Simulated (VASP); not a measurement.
# K (I4/mmm) in VASP: further runs, part 3 of 3

VASP 6.6.1. Earlier steps stand in the parts before.

**5. Single point, PBE+D3(BJ) (strain -0.030 along x and y, +0.015 along z)**

Input file INCAR:

```
  ALGO = Normal
  EDIFF = 1E-7
  ENCUT = 520
  GGA = PE
  ISIF = 2
  ISMEAR = 0
  IVDW = 12
  LASPH = True
  LCHARG = False
  LREAL = False
  LWAVE = False
  NBANDS = 10
  NELM = 80
  PREC = Accurate
  SIGMA = 0.15
```

Input file KPOINTS:

```
k-points
0
Gamma
  12 12 12
```

Input file POSCAR:

```
K
1.0
    0.0000000000      3.2901166335      3.4427509103
    3.2901166335      0.0000000000      3.4427509103
    3.2901166335      3.2901166335      0.0000000000
K
1
Direct
    0.0000000000      0.0000000000      0.0000000000
```

Potentials or basis: VASP PAW PBE potentials, release 64 (K_sv).

Started as:

```sh
> cat potpaw_PBE.64/K_sv/POTCAR > POTCAR
> mpirun -np 1 vasp_std > vasp.out
```

OUTCAR:

```text
EDIFF = 1E-7
   ENCUT = 520
   GGA = PE
   ISIF = 2
   ISMEAR = 0
   IVDW = 12
   LASPH = True
   LREAL = False
   NELM = 80
   PREC = Accurate
 IVDW          = 12

 ion  position               nearest neighbor table
   1  0.000  0.000  0.000-

  LATTYP: Found a body centered tetragonal cell.
 ALAT       =     4.6529275649
 C/A-ratio  =     1.4798214080

  Lattice vectors:

 A1 = (  -3.2901166335,   0.0000000000,   3.4427509103)
 A2 = (   3.2901166335,   0.0000000000,   3.4427509103)
 A3 = (   0.0000000000,   3.2901166335,  -3.4427509103)

Analysis of symmetry for initial positions (statically):
=====================================================================
 Subroutine PRICEL returns:
 Original cell was already a primitive cell.

 Routine SETGRP: Setting up the symmetry group for a
 body centered tetragonal supercell.

 Subroutine GETGRP returns: Found 16 space group operations
 (whereof 16 operations were pure point group operations)
 out of a pool of 16 trial point group operations.

The static configuration has the point symmetry D_4h.

Analysis of symmetry for dynamics (positions and initial velocities):
[... 163 lines left out ...]

 k-point     1 :       0.0000    0.0000    0.0000
  band No.  band energies     occupation
      1     -32.2848      2.00000
      2     -15.7363      2.00000
      3     -15.7361      2.00000
      4     -15.7361      2.00000
      5      -2.2871      2.00000
      6       3.9507      0.00000
      7       4.1067      0.00000
      8       4.1067      0.00000
      9       5.1218      0.00000
     10       5.4338      0.00000
[... 287 lines left out ...]
 k-point    24 :      -0.4167    0.1667    0.0000
  band No.  band energies     occupation
      1     -32.2810      2.00000
      2     -15.7941      2.00000
      3     -15.7575      2.00000
      4     -15.7449      2.00000
      5       0.3167      0.00001
      6       0.6914      0.00000
      7       2.9078      0.00000
      8       4.1142      0.00000
      9       5.2995      0.00000
     10       5.7922      0.00000

 [... further k-points ...]

------------------------ aborting loop because EDIFF is reached ----------------------------------------

 Edisp (eV)   -0.11165

 E8    (eV) :    -0.0602

  FORCE on cell =-STRESS in cart. coord.  units (eV):
  Direction    XX          YY          ZZ          XY          YZ          ZX
  --------------------------------------------------------------------------------------
  -------------------------------------------------------------------------------------
  Total      -0.12273    -0.12273    -0.14819     0.00000    -0.00000    -0.00000
  in kB      -2.63811    -2.63811    -3.18551     0.00000    -0.00000    -0.00000
  external pressure =       -2.82 kB  Pullay stress =        0.00 kB

 VOLUME and BASIS-vectors are now :
 -----------------------------------------------------------------------------
  energy-cutoff  :      520.00
  volume of cell :       74.53
      direct lattice vectors                 reciprocal lattice vectors
     0.000000000  3.290116633  3.442750910    -0.151970296  0.151970296  0.145232697
     3.290116633  0.000000000  3.442750910     0.151970296 -0.151970296  0.145232697
     3.290116633  3.290116633  0.000000000     0.151970296  0.151970296 -0.145232697

 POSITION                                       TOTAL-FORCE (eV/Angst)
 -----------------------------------------------------------------------------------
      0.00000      0.00000      0.00000         0.000000      0.000000     -0.000000
 -----------------------------------------------------------------------------------
    total drift:                               -0.000000      0.000000      0.000000

  FREE ENERGIE OF THE ION-ELECTRON SYSTEM (eV)
  ---------------------------------------------------
  free  energy   TOTEN  =        -1.1638274638 eV

  energy  without entropy=       -1.1555257617  energy(sigma->0) =       -1.15967661
```

Wall time 2.5 min (1 thread of Intel Xeon Platinum 8259CL at 2.50GHz (Skylake/Cascade Lake), shared host); peak memory 0.27 GiB.

Results:

| Item | Value |
| --- | --- |
| Free energy | -1.1638 eV |
| Pressure | -0.3 GPa |
| Dispersion energy per atom | -0.112 eV |

Caveat: the cell differs from its parent crystal (strain -0.030 along x and y, +0.015 along z); pairwise dispersion overbinds metals, which lowers pressure and volume.

**6. Single point, PBE+D3(BJ) (strain -0.015 along x and y, +0.000 along z)**

Input file INCAR:

```
SYSTEM = K
PREC = Accurate
ENCUT = 520
EDIFF = 1E-6
ISMEAR = 0
SIGMA = 0.15
LREAL = .FALSE.
LASPH = .TRUE.
NELM = 80
ALGO = Fast
ISIF = 2
LWAVE = .FALSE.
LCHARG = .TRUE.
GGA = PE
IVDW = 12
LELF = .TRUE.
LVHAR = .TRUE.
NBANDS = 10
```

Input file KPOINTS:

```
Automatic mesh
0
G
  12 12 12
  0 0 0
```

Input file POSCAR:

```
K
1.0
    0.0000000000      3.3409947257      3.3918728180
    3.3409947257      0.0000000000      3.3918728180
    3.3409947257      3.3409947257      0.0000000000
K
1
Direct
    0.0000000000      0.0000000000      0.0000000000
```

Potentials or basis: VASP PAW PBE potentials, release 64 (K_sv).

Started as:

```sh
> cat potpaw_PBE.64/K_sv/POTCAR > POTCAR
> mpirun -np 1 vasp_std > vasp.out
```

OUTCAR:

```text
SYSTEM = K
   PREC = Accurate
   ENCUT = 520
   EDIFF = 1E-6
   ISMEAR = 0
   LREAL = .FALSE.
   LASPH = .TRUE.
   NELM = 80
   ISIF = 2
   GGA = PE
   IVDW = 12
 IVDW          = 12

 ion  position               nearest neighbor table
   1  0.000  0.000  0.000-

  LATTYP: Found a body centered tetragonal cell.
 ALAT       =     4.7248800529
 C/A-ratio  =     1.4357498095

  Lattice vectors:

 A1 = (  -3.3409947257,   0.0000000000,   3.3918728180)
 A2 = (   3.3409947257,   0.0000000000,   3.3918728180)
 A3 = (   0.0000000000,   3.3409947257,  -3.3918728180)

Analysis of symmetry for initial positions (statically):
=====================================================================
 Subroutine PRICEL returns:
 Original cell was already a primitive cell.

 Routine SETGRP: Setting up the symmetry group for a
 body centered tetragonal supercell.

 Subroutine GETGRP returns: Found 16 space group operations
 (whereof 16 operations were pure point group operations)
 out of a pool of 16 trial point group operations.

The static configuration has the point symmetry D_4h.

Analysis of symmetry for dynamics (positions and initial velocities):
=====================================================================
 Subroutine PRICEL returns:
 Original cell was already a primitive cell.

 Routine SETGRP: Setting up the symmetry group for a
 body centered tetragonal supercell.

 Subroutine GETGRP returns: Found 16 space group operations
 (whereof 16 operations were pure point group operations)
 out of a pool of 16 trial point group operations.

The dynamic configuration has the point symmetry D_4h.

 Subroutine INISYM returns: Found 16 space group operations
 (whereof 16 operations are pure point group operations),
 and found     1 'primitive' translations

[... 113 lines left out ...]
  volume/ion in A,a.u.               =      75.72       511.00
  Fermi-wavevector in a.u.,A,eV,Ry     =   0.804912  1.521064  8.814997  0.647884
  Thomas-Fermi vector in A             =   1.913058
   LORBIT       =      0    0 simple, 1 ext, 2 COOP (PROOUT), +10 PAW based schemes
   GGA     = PE    functional components
   LHFCALC =     F    Hartree Fock is set to
   AEXX    =    0.0000 exact exchange contribution
   IVDW    =    12    specifies the selected vdW correction
   LEPSILON=     F    determine dielectric tensor
   LRPA    =     F    only Hartree local field effects (RPA)
 non-spin polarized calculation
 RMM-DIIS sequential band-by-band and
 Gauss-broadening in eV      SIGMA  =   0.15
  energy-cutoff  :      520.00
  volume of cell :       75.72
 maximum number of plane-waves:      2069
   NGX = 17   NGY = 17   NGZ = 17

 number of electron       9.0000000 magnetization

 Free energy of the ion-electron system (eV)
  ---------------------------------------------------
  ext. energy  EPLUGINS =         0.00000000
  ---------------------------------------------------
  free energy    TOTEN  =        -1.05211315 eV

  energy without entropy =       -1.04375467  energy(sigma->0) =       -1.04793391

 E-fermi :  -0.1877     XC(G=0):  -5.5813

 val. band max:       -0.2386752278   @ k =  -0.2500   0.2500   0.1667
 cond. band min:      -0.1841798271   @ k =  -0.4167   0.0000   0.0833
 fundamental gap:      0.0544954007
 Fermi energy:        -0.1876546428

 k-point     1 :       0.0000    0.0000    0.0000
  band No.  band energies     occupation
      1     -32.3295      2.00000
      2     -15.7818      2.00000
      3     -15.7817      2.00000
      4     -15.7817      2.00000
      5      -2.2990      2.00000
      6       3.9659      0.00000
      7       4.0166      0.00000
      8       4.0166      0.00000
      9       5.1777      0.00000
     10       5.2764      0.00000
[... 287 lines left out ...]
 k-point    24 :      -0.4167    0.1667    0.0000
  band No.  band energies     occupation
      1     -32.3260      2.00000
      2     -15.8360      2.00000
      3     -15.8012      2.00000
      4     -15.7915      2.00000
      5       0.2451      0.00005
      6       0.6929      0.00000
      7       2.9408      0.00000
      8       3.9813      0.00000
      9       5.1891      0.00000
     10       5.7210      0.00000

 [... further k-points ...]

------------------------ aborting loop because EDIFF is reached ----------------------------------------

 Edisp (eV)   -0.10986

 E8    (eV) :    -0.0593

  FORCE on cell =-STRESS in cart. coord.  units (eV):
  Direction    XX          YY          ZZ          XY          YZ          ZX
  --------------------------------------------------------------------------------------
  -------------------------------------------------------------------------------------
  Total      -0.14763    -0.14763    -0.15439     0.00000     0.00000     0.00000
  in kB      -3.12370    -3.12370    -3.26664     0.00000     0.00000     0.00000
  external pressure =       -3.17 kB  Pullay stress =        0.00 kB

 VOLUME and BASIS-vectors are now :
 -----------------------------------------------------------------------------
  energy-cutoff  :      520.00
  volume of cell :       75.72
      direct lattice vectors                 reciprocal lattice vectors
     0.000000000  3.340994726  3.391872818    -0.149656028  0.149656028  0.147411188
     3.340994726  0.000000000  3.391872818     0.149656028 -0.149656028  0.147411188
     3.340994726  3.340994726  0.000000000     0.149656028  0.149656028 -0.147411188

 POSITION                                       TOTAL-FORCE (eV/Angst)
 -----------------------------------------------------------------------------------
      0.00000      0.00000      0.00000         0.000000      0.000000      0.000000
 -----------------------------------------------------------------------------------
    total drift:                               -0.000000      0.000000      0.000000

  FREE ENERGIE OF THE ION-ELECTRON SYSTEM (eV)
  ---------------------------------------------------
  free  energy   TOTEN  =        -1.1619707867 eV

  energy  without entropy=       -1.1536123078  energy(sigma->0) =       -1.15779155
```

OSZICAR:

```text
N       E                     dE             d eps       ncg     rms          rms(c)
DAV:   1     0.463639093920E+02    0.46364E+02   -0.36002E+03  3260   0.690E+02
DAV:   2     0.618481646743E+00   -0.45745E+02   -0.45097E+02  3516   0.191E+02
DAV:   3    -0.997559375970E+00   -0.16160E+01   -0.16079E+01  5092   0.290E+01
DAV:   4    -0.104993352604E+01   -0.52374E-01   -0.52241E-01  4434   0.456E+00
DAV:   5    -0.105149226265E+01   -0.15587E-02   -0.15585E-02  5074   0.564E-01    0.191E+00
RMM:   6    -0.105166860847E+01   -0.17635E-03   -0.95415E-04  3815   0.213E-01    0.118E+00
RMM:   7    -0.105201880919E+01   -0.35020E-03   -0.23247E-03  4384   0.335E-01    0.553E-02
RMM:   8    -0.105209510693E+01   -0.76298E-04   -0.26452E-04  5220   0.147E-01    0.174E-02
RMM:   9    -0.105211176199E+01   -0.16655E-04   -0.58056E-05  5331   0.524E-02    0.894E-03
RMM:  10    -0.105211267332E+01   -0.91133E-06   -0.18562E-05  5371   0.262E-02    0.513E-03
RMM:  11    -0.105211314751E+01   -0.47419E-06   -0.44919E-06  4503   0.114E-02
   1 F= -.11619708E+01 E0= -.11577915E+01  d E =-.835848E-02
```

Run time: 2.8 min. Hardware: 1 thread of Intel Xeon Platinum 8259CL at 2.50GHz (Skylake/Cascade Lake), shared host; peak memory 0.28 GiB.

Results:

```
Free energy                : -1.1620 eV
Pressure                   : -0.3 GPa
Dispersion energy per atom : -0.110 eV
```

Caveat: the cell differs from its parent crystal (strain -0.015 along x and y, +0.000 along z); pairwise dispersion overbinds metals, which lowers pressure and volume.

**7. Single point, PBE+D3(BJ) (strain +0.000 along x and y, -0.015 along z)**

Input file INCAR:

```
SYSTEM = K
PREC = Accurate ; ENCUT = 520
EDIFF = 1E-6 ; ISMEAR = 0
SIGMA = 0.15 ; LREAL = .False.
LASPH = .True. ; NELM = 80
ALGO = Fast ; ISIF = 2
LWAVE = .False. ; LCHARG = .True.
GGA = PE ; IVDW = 12
LELF = .True. ; LVHAR = .True.
NBANDS = 10
```

Input file KPOINTS:

```
Automatic mesh
0
Gamma
  12 12 12
  0 0 0
```

Input file POSCAR:

```
K
1.0
    0.0000000000      3.3918728180      3.3409947257
    3.3918728180      0.0000000000      3.3409947257
    3.3918728180      3.3918728180      0.0000000000
K
1
Direct
    0.0000000000      0.0000000000      0.0000000000
```

Started as:

```sh
> cat potpaw_PBE.64/K_sv/POTCAR > POTCAR
> mpirun -np 1 vasp_std > vasp.out
```

It took 2.7 min on 1 thread of Intel Xeon Platinum 8259CL at 2.50GHz (Skylake/Cascade Lake), shared host; peak memory 0.28 GiB.

The run converged. Its results:

| Quantity | Value |
| --- | --- |
| Free energy | -1.1596 eV |
| Pressure | -0.4 GPa |
| Dispersion energy per atom | -0.108 eV |

Levels at points of the mesh, in eV from the Fermi level:
```
           k point  band 3  band 4  band 5  band 6  band 7  band 8
(0.00, 0.00, 0.00)  -15.61  -15.60   -2.09    4.16    4.16    4.20
(0.50, 0.00, 0.00)  -15.61  -15.61    0.33    0.54    3.92    4.00
(0.50, 0.50, 0.00)  -15.63  -15.63    0.96    1.41    2.31    4.71
(0.50, 0.00, 0.50)  -15.63  -15.62    0.91    1.30    2.36    4.80
```

Caveat: the cell differs from its parent crystal (strain +0.000 along x and y, -0.015 along z); pairwise dispersion overbinds metals, which lowers pressure and volume.

**8. The runs side by side**

| cell | gap on the mesh (eV) | pressure (GPa) |
| --- | --- | --- |
| a = 4.689, b = 4.689, c = 4.653 Å, angles 60.3, 60.3, 59.5°, 1 atom | none | -0.2 |
| a = 4.725, b = 4.725, c = 4.653 Å, angles 60.5, 60.5, 59.0°, 1 atom | none | -0.2 |
| a = 4.689, b = 4.689, c = 4.725 Å, angles 59.7, 59.7, 60.5°, 1 atom | none | -0.2 |
| a = 4.762, b = 4.762, c = 4.653 Å, angles 60.8, 60.8, 58.5°, 1 atom | none | -0.3 |
| a = 4.761, b = 4.761, c = 4.725 Å, angles 60.3, 60.3, 59.5°, 1 atom | none | -0.3 |
| a = 4.761, b = 4.761, c = 4.797 Å, angles 59.8, 59.8, 60.5°, 1 atom | none | -0.4 |

Alike in all rows: task single point; level PBE+D3(BJ); potentials or basis VASP PAW PBE potentials, release 64 (K_sv); no spin polarisation; k mesh 12 × 12 × 12; cutoff (eV) 520; smearing gaussian 0.15 eV.

Caveats: pairwise dispersion overbinds metals, which lowers pressure and volume.

Total energies depend on the potentials used, so only differences within one code and one set of settings carry meaning.
